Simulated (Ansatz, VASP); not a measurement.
## One calculation of BaZrO3, two programs

File INCAR:

```
  ALGO = Normal
  EDIFF = 1E-7
  ENCUT = 520
  GGA = PE
  GGA_COMPAT = F
  ISIF = 2
  ISMEAR = -5
  LASPH = T
  LCHARG = F
  LMAXMIX = 4
  LORBIT = 11
  LORBMOM = T
  LREAL = F
  LSORBIT = T
  LWAVE = F
  MAGMOM = 0 0 0 0 0 0 0 0 0 0 0 0 0 0 0
  NBANDS = 55
  NELM = 150
  PREC = Accurate
  SIGMA = 0.1
```

File KPOINTS:

```
k-points
0
Gamma
  6 6 6
```

File POSCAR:

```
BaZrO3
1.0
    4.2271748875      0.0000000000      0.0000000000
    0.0000000000      4.2271748875      0.0000000000
    0.0000000000      0.0000000000      4.2271748875
Ba Zr O
1 1 3
Direct
    0.0000000000      0.0000000000      0.0000000000
    0.5000000000      0.5000000000      0.5000000000
    0.0000000000      0.5000000000      0.5000000000
    0.5000000000      0.5000000000      0.0000000000
    0.5000000000      0.0000000000      0.5000000000
```

Input for Ansatz:

```yaml
crystal:
  lattice:
    - [4.2271748875, 0.0, 0.0]
    - [0.0, 4.2271748875, 0.0]
    - [0.0, 0.0, 4.2271748875]
  atoms:
    - { symbol: Ba, position: [0.0, 0.0, 0.0] }
    - { symbol: Zr, position: [0.5, 0.5, 0.5] }
    - { symbol: O, position: [0.0, 0.5, 0.5] }
    - { symbol: O, position: [0.5, 0.5, 0.0] }
    - { symbol: O, position: [0.5, 0.0, 0.5] }
basis:
  ecutwfc: 420
  ecutrho_ratio: 4
kpoints:
  mp_grid: { grid: [6, 6, 6] }
hamiltonian:
  xc: pbe
scf:
  occupations: { method: tetrahedron }
  n_extra_bands: 32
output:
  forces: true
  stress: true
magnetization:
  noncollinear: true
  spin_orbit: true
```

Alike in both runs: task single point; functional PBE; k mesh 6 × 6 × 6; occupations tetrahedron; non-collinear spin, spin-orbit coupling.

```csv
,VASP,Ansatz
version,VASP 6.6.1,Ansatz 0.2.0
potentials or method,"VASP PAW PBE potentials, release 64 (Ba_sv, Zr_sv, O), cutoff 520 eV","plane waves, PAW"
valence electrons in the cell,40,40
```

|  | VASP | Ansatz | Ansatz less VASP |
| --- | --- | --- | --- |
| pressure (GPa) | 0.9 | 0.0 | -0.94 |

Ansatz's warnings: band table not solved further, tetrahedron derivatives may miss energy slope.
